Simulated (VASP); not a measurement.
# HfRu (Pm-3m) in VASP: single point with LDA

Aim: the single point of HfRu with LDA.

All numbers are computed with VASP 6.6.1; they aren't measurements. Logs are shortened: lines on timing, memory, paths and dates and some standing lists are left out, and cuts for length are marked.

**1. The cell of the first run**

Symmetry: Pm-3m, No. 221, cubic system. Conventional cell: a = 3.225 Å, b = 3.225 Å, c = 3.225 Å, α = 90.00°, β = 90.00°, γ = 90.00°. Hf (site symmetry m-3m) has 8 Ru at 2.79 Å and 6 Hf at 3.23 Å within 3.7 Å. Within 3.7 Å of Ru (site symmetry m-3m) lie 8 Hf at 2.79 Å and 6 Ru at 3.23 Å.

**2. Single point, LDA**

INCAR reads:

```
SYSTEM = HfRu
PREC = Accurate
ENCUT = 520
EDIFF = 1E-6
ISMEAR = 0
SIGMA = 0.1
LREAL = .FALSE.
LASPH = .TRUE.
NELM = 100
ALGO = Fast
ISIF = 2
LWAVE = .FALSE.
LCHARG = .TRUE.
LELF = .TRUE.
LVHAR = .TRUE.
NBANDS = 19
```

KPOINTS reads:

```
regular mesh
0
G
  6 6 6
  0 0 0
```

POSCAR reads:

```
HfRu
1.0
    3.2250000000      0.0000000000      0.0000000000
    0.0000000000      3.2250000000      0.0000000000
    0.0000000000      0.0000000000      3.2250000000
Hf Ru
1 1
Direct
    0.0000000000      0.0000000000      0.0000000000
    0.5000000000      0.5000000000      0.5000000000
```

Potentials or basis: VASP PAW LDA potentials, release 64 (Hf_pv, Ru_pv).

Started as:

```
cat potpaw_LDA.64/Hf_pv/POTCAR potpaw_LDA.64/Ru_pv/POTCAR > POTCAR
mpirun -np 1 vasp_std > vasp.out
```

OUTCAR:

```text
SYSTEM = HfRu
   PREC = Accurate
   ENCUT = 520
   EDIFF = 1E-6
   ISMEAR = 0
   LREAL = .FALSE.
   LASPH = .TRUE.
   NELM = 100
   ISIF = 2

 ion  position               nearest neighbor table
   1  0.000  0.000  0.000-   2 2.79   2 2.79   2 2.79   2 2.79   2 2.79   2 2.79   2 2.79   2 2.79

   2  0.500  0.500  0.500-   1 2.79   1 2.79   1 2.79   1 2.79   1 2.79   1 2.79   1 2.79   1 2.79

  LATTYP: Found a simple cubic cell.
 ALAT       =     3.2250000000

  Lattice vectors:

 A1 = (   3.2250000000,   0.0000000000,   0.0000000000)
 A2 = (   0.0000000000,   3.2250000000,   0.0000000000)
 A3 = (   0.0000000000,   0.0000000000,   3.2250000000)

Analysis of symmetry for initial positions (statically):
=====================================================================
 Subroutine PRICEL returns:
 Original cell was already a primitive cell.

 Routine SETGRP: Setting up the symmetry group for a
 simple cubic supercell.

 Subroutine GETGRP returns: Found 48 space group operations
 (whereof 48 operations were pure point group operations)
 out of a pool of 48 trial point group operations.

The static configuration has the point symmetry O_h .

Analysis of symmetry for dynamics (positions and initial velocities):
=====================================================================
 Subroutine PRICEL returns:
 Original cell was already a primitive cell.

 Routine SETGRP: Setting up the symmetry group for a
 simple cubic supercell.

 Subroutine GETGRP returns: Found 48 space group operations
 (whereof 48 operations were pure point group operations)
 out of a pool of 48 trial point group operations.

The dynamic configuration has the point symmetry O_h .

 Subroutine INISYM returns: Found 48 space group operations
 (whereof 48 operations are pure point group operations),
 and found     1 'primitive' translations

----------------------------------------------------------------------------------------

                                     Primitive cell

  volume of cell :      33.5420

  direct lattice vectors                    reciprocal lattice vectors
     3.225000000  0.000000000  0.000000000     0.310077519  0.000000000  0.000000000
     0.000000000  3.225000000  0.000000000     0.000000000  0.310077519  0.000000000
     0.000000000  0.000000000  3.225000000     0.000000000  0.000000000  0.310077519

  length of vectors
     3.225000000  3.225000000  3.225000000     0.310077519  0.310077519  0.310077519

  position of ions in fractional coordinates (direct lattice)
     0.000000000  0.000000000  0.000000000
     0.500000000  0.500000000  0.500000000

  ion indices of the primitive-cell ions
   primitive index   ion index
                 1           1
                 2           2

----------------------------------------------------------------------------------------

 KPOINTS: regular mesh

Automatic generation of k-mesh.
 Grid dimensions read from file:
 generate k-points for:    6    6    6

 Generating k-lattice:

  Cartesian coordinates                     Fractional coordinates (reciprocal lattice)
     0.051679587  0.000000000  0.000000000     0.166666667  0.000000000  0.000000000
     0.000000000  0.051679587  0.000000000     0.000000000  0.166666667  0.000000000
     0.000000000  0.000000000  0.051679587     0.000000000  0.000000000  0.166666667

  Length of vectors
     0.051679587  0.051679587  0.051679587

  Shift w.r.t. Gamma in fractional coordinates (k-lattice)
     0.000000000  0.000000000  0.000000000

 Subroutine IBZKPT returns following result:
 ===========================================

 Found     20 irreducible k-points:

 Following reciprocal coordinates:
            Coordinates               Weight
  0.000000  0.000000  0.000000      1.000000
  0.166667  0.000000  0.000000      6.000000
  0.333333  0.000000  0.000000      6.000000
  0.500000  0.000000  0.000000      3.000000
  0.166667  0.166667  0.000000     12.000000
  0.333333  0.166667  0.000000     24.000000
[... 12 lines left out ...]
  0.500000  0.500000  0.333333      6.000000
  0.500000  0.500000  0.500000      1.000000
   k-points           NKPTS =     20   k-points in BZ     NKDIM =     20   number of bands    NBANDS=     19
   number of dos      NEDOS =    301   number of ions     NIONS =      2
   total plane-waves  NPLWV =  13824
   dimension x,y,z NGX =    24 NGY =   24 NGZ =   24
   dimension x,y,z NGXF=    48 NGYF=   48 NGZF=   48
   ions per type =               1   1
   NGX,Y,Z   is equivalent  to a cutoff of  12.37, 12.37, 12.37 a.u.
   NGXF,Y,Z  is equivalent  to a cutoff of  24.74, 24.74, 24.74 a.u.
 SYSTEM =  HfRu
   PREC   = accura    normal or accurate (medium, high low for compatibility)
   ISTART =      0    job   : 0-new  1-cont  2-samecut
   ICHARG =      2    charge: 1-file 2-atom 10-const
   ISPIN  =      1    spin polarized calculation?
   LNONCOLLINEAR =      F non collinear calculations
   LSORBIT =      F    spin-orbit coupling
   LASPH  =      T    aspherical Exc in radial PAW
   ENCUT  =  520.0 eV  38.22 Ry    6.18 a.u.   6.00  6.00  6.00*2*pi/ulx,y,z
   NELM   =    100;   NELMIN=  2; NELMDL= -5     # of ELM steps
   EDIFF  = 0.1E-05   stopping-criterion for ELM
   LREAL  =      F    real-space projection
   EDIFFG = 0.1E-04   stopping-criterion for IOM
   NSW    =      0    number of steps for IOM
   IBRION =     -1    ionic relax: 0-MD 1-quasi-New 2-CG
   NFREE  =      0    steps in history (QN), initial steepest desc. (CG)
   ISIF   =      2    stress and relaxation
   ISYM   =      2    0-nonsym 1-usesym 2-fastsym
   POTIM  = 0.5000    time-step for ionic-motion
   TEBEG  =    0.0;   TEEND  =   0.0 temperature during run
   PSTRESS=    0.0 pullay stress
   NELECT =      24.0000    total number of electrons
   NUPDOWN=      -1.0000    fix difference up-down
   EMIN   =  10.00;   EMAX   =-10.00  energy-range for DOS
   EFERMI =   0.00;   METHOD = LEGACY
   ISMEAR =     0;   SIGMA  =   0.10  broadening in eV -4-tet -1-fermi 0-gaus
   EFERMI_NEDOS =   21; number of points for ismear=-14 and -15
   IALGO  =     68    algorithm
   IMIX   =      4    mixing-type and parameters
     AMIX     =   0.40;   BMIX     =  1.00
     AMIX_MAG =   1.60;   BMIX_MAG =  1.00
  volume/ion in A,a.u.               =      16.77       113.18
  Fermi-wavevector in a.u.,A,eV,Ry     =   1.464251  2.767033 29.171312  2.144031
  Thomas-Fermi vector in A             =   2.580249
   LORBIT       =      0    0 simple, 1 ext, 2 COOP (PROOUT), +10 PAW based schemes
   GGA     = CA    functional components
   LHFCALC =     F    Hartree Fock is set to
   AEXX    =    0.0000 exact exchange contribution
   IVDW    =     0    specifies the selected vdW correction
   LEPSILON=     F    determine dielectric tensor
   LRPA    =     F    only Hartree local field effects (RPA)
 non-spin polarized calculation
 RMM-DIIS sequential band-by-band and
 Gauss-broadening in eV      SIGMA  =   0.10
  energy-cutoff  :      520.00
  volume of cell :       33.54
 maximum number of plane-waves:       922
 NGX is ok and might be reduce to    24
   NGX = 11   NGY = 11   NGZ = 11

 number of electron      24.0000010 magnetization

 Free energy of the ion-electron system (eV)
  ---------------------------------------------------
  ext. energy  EPLUGINS =         0.00000000
  ---------------------------------------------------
  free energy    TOTEN  =       -22.88165790 eV

  energy without entropy =      -22.87575197  energy(sigma->0) =      -22.87870493

 E-fermi :   8.5577     XC(G=0): -12.9836

 val. band max:        8.5535423941   @ k =   0.5000   0.5000   0.3333
 cond. band min:       8.5720809982   @ k =   0.5000   0.5000   0.5000
 fundamental gap:      0.0185386042
 Fermi energy:         8.5576610251

 k-point     1 :       0.0000    0.0000    0.0000
  band No.  band energies     occupation
      1     -33.9277      2.00000
      2     -33.9277      2.00000
      3     -33.9277      2.00000
      4     -21.7996      2.00000
      5     -21.7996      2.00000
      6     -21.7996      2.00000
[... 11 lines left out ...]
     18      17.0297      0.00000
     19      17.0297      0.00000

 k-point     2 :       0.1667    0.0000    0.0000
  band No.  band energies     occupation
      1     -33.9487      2.00000
      2     -33.9245      2.00000
      3     -33.9245      2.00000
      4     -21.9071      2.00000
      5     -21.7973      2.00000
      6     -21.7973      2.00000
[... 11 lines left out ...]
     18      15.5275      0.00000
     19      19.3558      0.00000

 k-point     3 :       0.3333    0.0000    0.0000
  band No.  band energies     occupation
      1     -33.9904      2.00000
      2     -33.9181      2.00000
      3     -33.9181      2.00000
      4     -22.1159      2.00000
      5     -21.7927      2.00000
      6     -21.7927      2.00000
[... 11 lines left out ...]
     18      14.2496      0.00000
     19      19.1435      0.00000

 k-point     4 :       0.5000    0.0000    0.0000
  band No.  band energies     occupation
      1     -34.0111      2.00000
      2     -33.9149      2.00000
      3     -33.9149      2.00000
      4     -22.2174      2.00000
      5     -21.7904      2.00000
      6     -21.7904      2.00000
[... 11 lines left out ...]
     18      14.6418      0.00000
     19      19.1524      0.00000

 k-point     5 :       0.1667    0.1667    0.0000
  band No.  band energies     occupation
      1     -33.9498      2.00000
      2     -33.9435      2.00000
      3     -33.9216      2.00000
      4     -21.9149      2.00000
      5     -21.8835      2.00000
      6     -21.7930      2.00000
[... 11 lines left out ...]
     18      16.6757      0.00000
     19      18.3375      0.00000
[... 246 lines left out ...]
      2     -33.9809      2.00000
      3     -33.9809      2.00000
      4     -22.0475      2.00000
      5     -22.0475      2.00000
      6     -22.0393      2.00000
[... 11 lines left out ...]
     18      18.2080      0.00000
     19      19.6690      0.00000

 k-point    18 :       0.5000    0.3333    0.3333
  band No.  band energies     occupation
      1     -34.0050      2.00000
      2     -33.9806      2.00000
      3     -33.9765      2.00000
      4     -22.1340      2.00000
      5     -22.0482      2.00000
      6     -22.0308      2.00000
[... 11 lines left out ...]
     18      16.4724      0.00000
     19      17.8628      0.00000

 k-point    19 :       0.5000    0.5000    0.3333
  band No.  band energies     occupation
      1     -34.0017      2.00000
      2     -34.0017      2.00000
      3     -33.9743      2.00000
      4     -22.1298      2.00000
      5     -22.1298      2.00000
      6     -22.0386      2.00000
[... 11 lines left out ...]
     18      17.3261      0.00000
     19      17.3633      0.00000

 k-point    20 :       0.5000    0.5000    0.5000
  band No.  band energies     occupation
      1     -33.9969      2.00000
      2     -33.9969      2.00000
      3     -33.9969      2.00000
      4     -22.1320      2.00000
      5     -22.1320      2.00000
      6     -22.1320      2.00000
[... 11 lines left out ...]
     18      17.3667      0.00000
     19      18.5030      0.00000

------------------------ aborting loop because EDIFF is reached ----------------------------------------

  FORCE on cell =-STRESS in cart. coord.  units (eV):
  Direction    XX          YY          ZZ          XY          YZ          ZX
  --------------------------------------------------------------------------------------
  -------------------------------------------------------------------------------------
  Total       -1.7019611     -1.7019611     -1.7019611     -0.0000000     -0.0000000      0.0000000
  in kB      -81.2963532    -81.2963532    -81.2963532     -0.0000000     -0.0000000      0.0000000
  external PRESSURE =     -81.2963532 kB  Pullay stress =       0.0000000 kB

 VOLUME and BASIS-vectors are now :
 -----------------------------------------------------------------------------
  energy-cutoff  :      520.00
  volume of cell :       33.54
      direct lattice vectors                 reciprocal lattice vectors
     3.225000000  0.000000000  0.000000000     0.310077519  0.000000000  0.000000000
     0.000000000  3.225000000  0.000000000     0.000000000  0.310077519  0.000000000
     0.000000000  0.000000000  3.225000000     0.000000000  0.000000000  0.310077519

 POSITION                                       TOTAL-FORCE (eV/Angst)
 -----------------------------------------------------------------------------------
      0.00000      0.00000      0.00000         0.000000      0.000000      0.000000
      1.61250      1.61250      1.61250         0.000000      0.000000      0.000000
 -----------------------------------------------------------------------------------
    total drift:                                0.000000      0.000000     -0.000000

  FREE ENERGIE OF THE ION-ELECTRON SYSTEM (eV)
  ---------------------------------------------------
  free  energy   TOTEN  =       -22.8816578965 eV

  energy  without entropy=      -22.8757519705  energy(sigma->0) =      -22.87870493
```

Run time: 6.3 s. Hardware: 1 thread of AMD EPYC 9R45 (Zen 5), shared host; peak memory 0.1 GiB.

What came out:

| Quantity | Value |
| --- | --- |
| Free energy | -22.8817 eV |
| Pressure | -8.1 GPa |
| Band gap on the k mesh | zero (band 12 reaches 9.21 eV, above the bottom of band 13 at 7.59 eV) |

Caveat: spin-orbit coupling is left out, which moves the levels of the heavy elements.
